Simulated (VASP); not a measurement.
# Co: relaxation of shape and atoms at fixed volume with PBEsol

The system is Co.

```
Co
1.0
     2.40648    0.00000    0.00000
    -1.20324    2.08407    0.00000
     0.00000    0.00000    3.88771
Co
2
Direct
  0.33333 0.66667 0.25000
  0.66667 0.33333 0.75000
```

```json
{
 "Program": "VASP 6.6.1",
 "Task": "relaxation of shape and atoms at fixed volume",
 "Functional": "PBEsol",
 "Potentials or basis": "VASP PAW PBE potentials, release 64 (Co)",
 "Cutoff": "600 eV",
 "k mesh": "18 × 18 × 10",
 "Occupations": "gaussian, width 0.1 eV",
 "Spin": "collinear spin, ferromagnetic start",
 "Starting moments": "[1.8, 1.8] μB",
 "Dipole correction": "no",
 "Further INCAR settings": "ALGO = Fast; EDIFF = 1e-07; IBRION = 2; EDIFFG = -0.01; NSW = 50; ISIF = 4"
}
```

```
Energy gained by relaxing                             : 0.0 meV/atom
Ionic steps                                           : 2
Pressure after relaxing                               : 16.4 GPa
Net moment                                            : 3.06 μB per cell
Site moments                                          : Co +1.53 μB
Valence electrons inside the program's atomic spheres : Co 8.50
```

Final structure:
```yaml
crystal:
  lattice:
    - [2.40720, 0.00000, 0.00000]
    - [-1.20360, 2.08470, 0.00000]
    - [0.00000, 0.00000, 3.88536]
  atoms:
    - { symbol: Co, position: [0.33333, 0.66667, 0.25000] }
    - { symbol: Co, position: [0.66667, 0.33333, 0.75000] }
```

Levels at points of the mesh, in eV from the Fermi level:
Spin up:
```csv
k point,band 7,band 8,band 9,band 10,band 11,band 12,band 13,band 14
"(0.00, 0.00, 0.00)",-2.33,-1.92,-1.92,-0.60,-0.60,-0.14,7.40,22.81
"(0.50, 0.00, 0.00)",-2.22,-0.46,-0.33,-0.28,1.65,3.90,10.57,11.35
"(0.00, 0.00, 0.50)",-2.79,-2.79,-0.97,-0.97,-0.97,-0.97,16.32,16.32
"(0.50, 0.00, 0.50)",-0.94,-0.94,-0.35,-0.35,1.78,1.78,8.29,8.29
```
Spin down:
```
           k point  band 3  band 4  band 5  band 6  band 7  band 8  band 9  band 10  band 11  band 12
(0.00, 0.00, 0.00)   -1.18   -1.17   -1.17   -0.74   -0.74   -0.26   -0.26    -0.10     1.17     1.17
(0.50, 0.00, 0.00)   -3.80   -2.05   -1.37   -1.22   -0.74    1.32    1.48     1.52     2.89     4.87
(0.00, 0.00, 0.50)   -1.80   -1.80   -1.25   -1.25   -1.25   -1.25    0.78     0.78     0.78     0.78
(0.50, 0.00, 0.50)   -2.78   -2.78   -0.13   -0.13    0.27    0.27    1.44     1.44     2.49     2.49
```

Run time: 91 s on 1 thread of Intel(R) Xeon(R) 6975P-C (Granite Rapids), on a shared host, peak memory 0.23 GiB.

Caveat: the PAW data sets were made with another functional, which shifts forces and pressure a little.
